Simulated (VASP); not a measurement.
# KF (F-43m) in VASP: a series of runs

KF is run at these levels: PBE, r2SCAN; tasks: single point, relaxation of cell and atoms.

All numbers are computed with VASP 6.6.1; they aren't measurements. Logs are shortened: lines on timing, memory, paths and dates and some standing lists are left out, and cuts for length are marked.

### Step 1. The cell of the first run

It takes space group F-43m (No. 216, cubic). Conventional cell: a = 6.478 Å, b = 6.478 Å, c = 6.478 Å, α = 90.00°, β = 90.00°, γ = 90.00°. K (site symmetry -43m) has 4 F at 2.80 Å within 3.7 Å. Within 3.7 Å of F (site symmetry -43m) lie 4 K at 2.80 Å.

### Step 2. Single point, PBE (atoms taken out)

INCAR

```
  PREC = Accurate
  ENCUT = 520
  EDIFF = 1E-6
  ISMEAR = 0
  SIGMA = 0.1
  LREAL = F
  LASPH = T
  NELM = 60
  ALGO = Normal
  ISIF = 2
  LWAVE = F
  LCHARG = F
  GGA = PE
  NBANDS = 15
```

KPOINTS

```
regular mesh
0
Gamma
  4 4 4
```

POSCAR

```
KF
1.0
    0.0000000000      3.2389350100      3.2389350100
    3.2389350100      0.0000000000      3.2389350100
    3.2389350100      3.2389350100      0.0000000000
K F
1 1
Direct
    0.7500000000      0.7500000000      0.7500000000
    0.0000000000      0.0000000000      0.0000000000
```

Potentials or basis: VASP PAW PBE potentials, release 64 (K_sv, F).

Command:

```
> cat potpaw_PBE.64/K_sv/POTCAR potpaw_PBE.64/F/POTCAR > POTCAR
> mpirun -np 1 vasp_std > vasp.out
```

OUTCAR:

```text
PREC = Accurate
   ENCUT = 520
   EDIFF = 1E-6
   ISMEAR = 0
   LREAL = F
   LASPH = T
   NELM = 60
   ISIF = 2
   GGA = PE

 ion  position               nearest neighbor table
   1  0.750  0.750  0.750-   2 2.80   2 2.80   2 2.80   2 2.80
   2  0.000  0.000  0.000-   1 2.80   1 2.80   1 2.80   1 2.80

  LATTYP: Found a face centered cubic cell.
 ALAT       =     6.4778700200

  Lattice vectors:

 A1 = (   0.0000000000,   3.2389350100,   3.2389350100)
 A2 = (   3.2389350100,   0.0000000000,   3.2389350100)
 A3 = (   3.2389350100,   3.2389350100,   0.0000000000)

Analysis of symmetry for initial positions (statically):
=====================================================================
 Subroutine PRICEL returns:
 Original cell was already a primitive cell.

 Routine SETGRP: Setting up the symmetry group for a
 face centered cubic supercell.

 Subroutine GETGRP returns: Found 24 space group operations
 (whereof 24 operations were pure point group operations)
 out of a pool of 48 trial point group operations.

The static configuration has the point symmetry T_d .

Analysis of symmetry for dynamics (positions and initial velocities):
=====================================================================
 Subroutine PRICEL returns:
 Original cell was already a primitive cell.

 Routine SETGRP: Setting up the symmetry group for a
 face centered cubic supercell.

 Subroutine GETGRP returns: Found 24 space group operations
 (whereof 24 operations were pure point group operations)
 out of a pool of 48 trial point group operations.

The dynamic configuration has the point symmetry T_d .

 Subroutine INISYM returns: Found 24 space group operations
 (whereof 24 operations are pure point group operations),
 and found     1 'primitive' translations

----------------------------------------------------------------------------------------

                                     Primitive cell

  volume of cell :      67.9574

  direct lattice vectors                    reciprocal lattice vectors
     0.000000000  3.238935010  3.238935010    -0.154371730  0.154371730  0.154371730
     3.238935010  0.000000000  3.238935010     0.154371730 -0.154371730  0.154371730
     3.238935010  3.238935010  0.000000000     0.154371730  0.154371730 -0.154371730

  length of vectors
     4.580545819  4.580545819  4.580545819     0.267379679  0.267379679  0.267379679

  position of ions in fractional coordinates (direct lattice)
     0.750000000  0.750000000  0.750000000
     0.000000000  0.000000000  0.000000000

  ion indices of the primitive-cell ions
   primitive index   ion index
                 1           1
                 2           2

----------------------------------------------------------------------------------------

 KPOINTS: regular mesh

Automatic generation of k-mesh.
 Grid dimensions read from file:
 generate k-points for:    4    4    4

 Generating k-lattice:

  Cartesian coordinates                     Fractional coordinates (reciprocal lattice)
    -0.038592932  0.038592932  0.038592932     0.250000000  0.000000000  0.000000000
     0.038592932 -0.038592932  0.038592932     0.000000000  0.250000000  0.000000000
     0.038592932  0.038592932 -0.038592932     0.000000000  0.000000000  0.250000000

  Length of vectors
     0.066844920  0.066844920  0.066844920

  Shift w.r.t. Gamma in fractional coordinates (k-lattice)
     0.000000000  0.000000000  0.000000000

 Subroutine IBZKPT returns following result:
 ===========================================

 Found      8 irreducible k-points:

 Following reciprocal coordinates:
            Coordinates               Weight
  0.000000  0.000000  0.000000      1.000000
  0.250000  0.000000  0.000000      8.000000
  0.500000  0.000000  0.000000      4.000000
  0.250000  0.250000  0.000000      6.000000
  0.500000  0.250000  0.000000     24.000000
 -0.250000  0.250000  0.000000     12.000000
  0.500000  0.500000  0.000000      3.000000
 -0.250000  0.500000  0.250000      6.000000
   k-points           NKPTS =      8   k-points in BZ     NKDIM =      8   number of bands    NBANDS=     15
   number of dos      NEDOS =    301   number of ions     NIONS =      2
   total plane-waves  NPLWV =  46656
   dimension x,y,z NGX =    36 NGY =   36 NGZ =   36
   dimension x,y,z NGXF=    72 NGYF=   72 NGZF=   72
   ions per type =               1   1
   NGX,Y,Z   is equivalent  to a cutoff of  13.07, 13.07, 13.07 a.u.
   NGXF,Y,Z  is equivalent  to a cutoff of  26.13, 26.13, 26.13 a.u.
 SYSTEM =  unknown system
   PREC   = accura    normal or accurate (medium, high low for compatibility)
   ISTART =      0    job   : 0-new  1-cont  2-samecut
   ICHARG =      2    charge: 1-file 2-atom 10-const
   ISPIN  =      1    spin polarized calculation?
   LNONCOLLINEAR =      F non collinear calculations
   LSORBIT =      F    spin-orbit coupling
   LASPH  =      T    aspherical Exc in radial PAW
   ENCUT  =  520.0 eV  38.22 Ry    6.18 a.u.   8.52  8.52  8.52*2*pi/ulx,y,z
   NELM   =     60;   NELMIN=  2; NELMDL= -5     # of ELM steps
   EDIFF  = 0.1E-05   stopping-criterion for ELM
   LREAL  =      F    real-space projection
   EDIFFG = 0.1E-04   stopping-criterion for IOM
   NSW    =      0    number of steps for IOM
   IBRION =     -1    ionic relax: 0-MD 1-quasi-New 2-CG
   NFREE  =      0    steps in history (QN), initial steepest desc. (CG)
   ISIF   =      2    stress and relaxation
   ISYM   =      2    0-nonsym 1-usesym 2-fastsym
   POTIM  = 0.5000    time-step for ionic-motion
   TEBEG  =    0.0;   TEEND  =   0.0 temperature during run
   PSTRESS=    0.0 pullay stress
   NELECT =      16.0000    total number of electrons
   NUPDOWN=      -1.0000    fix difference up-down
   EMIN   =  10.00;   EMAX   =-10.00  energy-range for DOS
   EFERMI =   0.00;   METHOD = LEGACY
   ISMEAR =     0;   SIGMA  =   0.10  broadening in eV -4-tet -1-fermi 0-gaus
   EFERMI_NEDOS =   21; number of points for ismear=-14 and -15
   IALGO  =     38    algorithm
   IMIX   =      4    mixing-type and parameters
     AMIX     =   0.40;   BMIX     =  1.00
     AMIX_MAG =   1.60;   BMIX_MAG =  1.00
  volume/ion in A,a.u.               =      33.98       229.30
  Fermi-wavevector in a.u.,A,eV,Ry     =   1.010887  1.910299 13.903691  1.021892
  Thomas-Fermi vector in A             =   2.143903
   LORBIT       =      0    0 simple, 1 ext, 2 COOP (PROOUT), +10 PAW based schemes
   GGA     = PE    functional components
   LHFCALC =     F    Hartree Fock is set to
   AEXX    =    0.0000 exact exchange contribution
   IVDW    =     0    specifies the selected vdW correction
   LEPSILON=     F    determine dielectric tensor
   LRPA    =     F    only Hartree local field effects (RPA)
 non-spin polarized calculation
 Gauss-broadening in eV      SIGMA  =   0.10
  energy-cutoff  :      520.00
  volume of cell :       67.96
 maximum number of plane-waves:      1850
 NGX is ok and might be reduce to    36
   NGX = 17   NGY = 17   NGZ = 17

 number of electron      15.9999992 magnetization

 Free energy of the ion-electron system (eV)
  ---------------------------------------------------
  ext. energy  EPLUGINS =         0.00000000
  ---------------------------------------------------
  free energy    TOTEN  =        -7.96429076 eV

  energy without entropy =       -7.96429076  energy(sigma->0) =       -7.96429076

 E-fermi :  -3.5568     XC(G=0):  -5.9864

 val. band max:       -4.0277001792   @ k =   0.5000   0.5000   0.0000
 cond. band min:       0.3688206453   @ k =   0.0000   0.0000   0.0000
 fundamental gap:      4.3965208245
 Fermi energy:        -3.5568001355

 k-point     1 :       0.0000    0.0000    0.0000
  band No.  band energies     occupation
      1     -31.1957      2.00000
      2     -22.4195      2.00000
      3     -14.6386      2.00000
      4     -14.6386      2.00000
      5     -14.6386      2.00000
      6      -4.0869      2.00000
      7      -4.0868      2.00000
      8      -4.0868      2.00000
      9       0.3688      0.00000
     10       6.4444      0.00000
     11       6.4444      0.00000
     12       6.4444      0.00000
     13       6.5346      0.00000
     14       6.5346      0.00000
     15      10.3379      0.00000

 k-point     2 :       0.2500    0.0000    0.0000
  band No.  band energies     occupation
      1     -31.1915      2.00000
      2     -22.4286      2.00000
      3     -14.6607      2.00000
      4     -14.6466      2.00000
      5     -14.6466      2.00000
      6      -4.1672      2.00000
      7      -4.0710      2.00000
      8      -4.0710      2.00000
      9       1.2693      0.00000
     10       5.5090      0.00000
     11       5.9859      0.00000
     12       5.9859      0.00000
     13       6.9964      0.00000
     14       6.9964      0.00000
     15       8.4058      0.00000

 k-point     3 :       0.5000    0.0000    0.0000
  band No.  band energies     occupation
      1     -31.1873      2.00000
      2     -22.4376      2.00000
      3     -14.6835      2.00000
      4     -14.6545      2.00000
      5     -14.6545      2.00000
      6      -4.2113      2.00000
      7      -4.0561      2.00000
      8      -4.0561      2.00000
      9       2.9336      0.00000
     10       3.7056      0.00000
     11       5.7468      0.00000
     12       5.7468      0.00000
     13       7.4430      0.00000
     14       7.4430      0.00000
     15       7.9098      0.00000

 k-point     4 :       0.2500    0.2500    0.0000
  band No.  band energies     occupation
      1     -31.1901      2.00000
      2     -22.4314      2.00000
      3     -14.6588      2.00000
      4     -14.6588      2.00000
      5     -14.6483      2.00000
      6      -4.2026      2.00000
      7      -4.0583      2.00000
      8      -4.0583      2.00000
      9       1.5517      0.00000
     10       4.8337      0.00000
     11       6.1890      0.00000
     12       6.7444      0.00000
     13       6.7444      0.00000
     14       6.9244      0.00000
     15       9.5941      0.00000

 k-point     5 :       0.5000    0.2500    0.0000
  band No.  band energies     occupation
      1     -31.1859      2.00000
      2     -22.4402      2.00000
      3     -14.6954      2.00000
      4     -14.6668      2.00000
      5     -14.6420      2.00000
      6      -4.2053      2.00000
      7      -4.0763      2.00000
      8      -4.0419      2.00000
      9       2.9151      0.00000
     10       4.0670      0.00000
     11       5.5004      0.00000
     12       6.2561      0.00000
     13       7.3368      0.00000
     14       7.5554      0.00000
     15       7.7859      0.00000

 k-point     6 :      -0.2500    0.2500    0.0000
  band No.  band energies     occupation
      1     -31.1873      2.00000
      2     -22.4373      2.00000
      3     -14.6939      2.00000
      4     -14.6546      2.00000
      5     -14.6435      2.00000
      6      -4.1718      2.00000
      7      -4.0971      2.00000
      8      -4.0542      2.00000
      9       2.4113      0.00000
     10       4.7038      0.00000
     11       5.3742      0.00000
     12       5.8194      0.00000
     13       7.1953      0.00000
     14       7.6216      0.00000
     15       8.1325      0.00000

 k-point     7 :       0.5000    0.5000    0.0000
  band No.  band energies     occupation
      1     -31.1845      2.00000
      2     -22.4430      2.00000
      3     -14.6790      2.00000
      4     -14.6790      2.00000
      5     -14.6577      2.00000
      6      -4.2697      2.00000
      7      -4.0277      2.00000
      8      -4.0277      2.00000
      9       3.3636      0.00000
     10       3.5325      0.00000
     11       6.2368      0.00000
     12       7.3149      0.00000
     13       7.3149      0.00000
     14       7.3955      0.00000
     15       7.4008      0.00000

 k-point     8 :      -0.2500    0.5000    0.2500
  band No.  band energies     occupation
      1     -31.1845      2.00000
      2     -22.4429      2.00000
      3     -14.7031      2.00000
      4     -14.6798      2.00000
      5     -14.6338      2.00000
      6      -4.1627      2.00000
      7      -4.1274      2.00000
      8      -4.0287      2.00000
      9       3.4121      0.00000
     10       3.8207      0.00000
     11       5.7737      0.00000
     12       6.1041      0.00000
     13       7.3360      0.00000
     14       7.4090      0.00000
     15       7.8157      0.00000

------------------------ aborting loop because EDIFF is reached ----------------------------------------

  FORCE on cell =-STRESS in cart. coord.  units (eV):
  Direction    XX          YY          ZZ          XY          YZ          ZX
  --------------------------------------------------------------------------------------
  -------------------------------------------------------------------------------------
  Total       -1.2459250     -1.2459250     -1.2459250     -0.0000000     -0.0000000     -0.0000000
  in kB      -29.3741827    -29.3741827    -29.3741827     -0.0000000     -0.0000000     -0.0000000
  external PRESSURE =     -29.3741827 kB  Pullay stress =       0.0000000 kB

 VOLUME and BASIS-vectors are now :
 -----------------------------------------------------------------------------
  energy-cutoff  :      520.00
  volume of cell :       67.96
      direct lattice vectors                 reciprocal lattice vectors
     0.000000000  3.238935010  3.238935010    -0.154371730  0.154371730  0.154371730
     3.238935010  0.000000000  3.238935010     0.154371730 -0.154371730  0.154371730
     3.238935010  3.238935010  0.000000000     0.154371730  0.154371730 -0.154371730

 POSITION                                       TOTAL-FORCE (eV/Angst)
 -----------------------------------------------------------------------------------
      4.85840      4.85840      4.85840         0.000000      0.000000      0.000000
      0.00000      0.00000      0.00000        -0.000000     -0.000000     -0.000000
 -----------------------------------------------------------------------------------
    total drift:                               -0.000000     -0.000000     -0.000000

  FREE ENERGIE OF THE ION-ELECTRON SYSTEM (eV)
  ---------------------------------------------------
  free  energy   TOTEN  =        -7.9642907596 eV

  energy  without entropy=       -7.9642907596  energy(sigma->0) =       -7.96429076
```

Wall time 5.7 s (1 thread of Intel Xeon 6975P-C (Granite Rapids), shared host); peak memory 0.19 GiB.

What came out:

| Property | Result |
| --- | --- |
| Free energy | -7.9643 eV |
| Pressure | -2.9 GPa |
| Band gap on the k mesh | 4.40 eV (least direct gap 4.46 eV) |

Caveat: the cell differs from its parent crystal (atoms taken out).

### Step 3. Single point, PBE (atoms taken out)

INCAR

```
ALGO     = Normal         # electronic algorithm
EDIFF    = 1E-6           # SCF threshold, eV
ENCUT    = 520            # plane-wave cutoff, eV
GGA      = PE             # functional
ISIF     = 2              # what is computed and relaxed
ISMEAR   = 0              # smearing method
LASPH    = True           # aspherical terms in the spheres
LCHARG   = False          # write CHGCAR
LREAL    = False          # projectors in reciprocal space
LWAVE    = False          # write WAVECAR
NBANDS   = 15             # bands
NELM     = 60             # most SCF steps
PREC     = Accurate       # precision mode
SIGMA    = 0.02           # smearing width, eV
```

KPOINTS

```
k-points
0
Gamma
  6 6 6
```

POSCAR

```
KF
1.0
    0.0000000000      2.9763631419      2.9763631419
    2.9763631419      0.0000000000      2.9763631419
    2.9763631419      2.9763631419      0.0000000000
K F
1 1
Direct
    0.7500000000      0.7500000000      0.7500000000
    0.0000000000      0.0000000000      0.0000000000
```

Potentials or basis: VASP PAW PBE potentials, release 64 (K_sv, F).

Command:

```
> cat potpaw_PBE.64/K_sv/POTCAR potpaw_PBE.64/F/POTCAR > POTCAR
> mpirun -np 1 vasp_std > vasp.out
```

Wall time 5.8 s (1 thread of Intel Xeon 6975P-C (Granite Rapids), shared host); peak memory 0.17 GiB.

Results (log left out):

| Item | Value |
| --- | --- |
| Free energy | -8.1294 eV |
| Pressure | 0.0 GPa |
| Band gap on the k mesh | 5.05 eV (least direct gap 5.23 eV) |

Levels at points of the mesh, in eV from the valence-band top:
```
           k point  band 5  band 6  band 7  band 8  band 9  band 10  band 11  band 12
(0.00, 0.00, 0.00)   -9.73   -0.18   -0.18   -0.18    5.05    11.60    11.60    11.70
(0.50, 0.00, 0.00)   -9.77   -0.26   -0.10   -0.10    7.86     8.99    10.74    10.74
(0.50, 0.50, 0.00)   -9.75   -0.41    0.00    0.00    8.14     8.28    11.99    12.71
```

Caveat: the cell differs from its parent crystal (atoms taken out). A k mesh can miss the band edges.

(Part 1 of 3 ends here.)
